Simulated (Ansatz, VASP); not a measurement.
## Two plane-wave programs on Ir

```xyz
1
Lattice="0.0000 1.9228 1.9228 1.9228 0.0000 1.9228 1.9228 1.9228 0.0000" Properties=species:S:1:pos:R:3 pbc="T T T"
Ir    0.0000    0.0000    0.0000
```

Alike in both runs: task single point; functional r2SCAN; k mesh 14 × 14 × 14; occupations gaussian, width 0.1 eV; no spin polarisation.

```csv
,VASP,Ansatz
version,VASP 6.6.1,Ansatz 0.2.0
potentials or method,"VASP PAW PBE potentials, release 64 (Ir_sv_GW), cutoff 550 eV","plane waves (500 eV) with PAW, scalar-relativistic"
valence electrons in the cell,17,17
```

```csv
,VASP,Ansatz,Ansatz less VASP
pressure (GPa),-2.4,-0.2,+2.16
```

VASP's potentials were made for PBE, not for r2SCAN. With one functional, cell and mesh, what is left measures potentials, basis and numerics.

Neither program's run includes spin-orbit coupling.
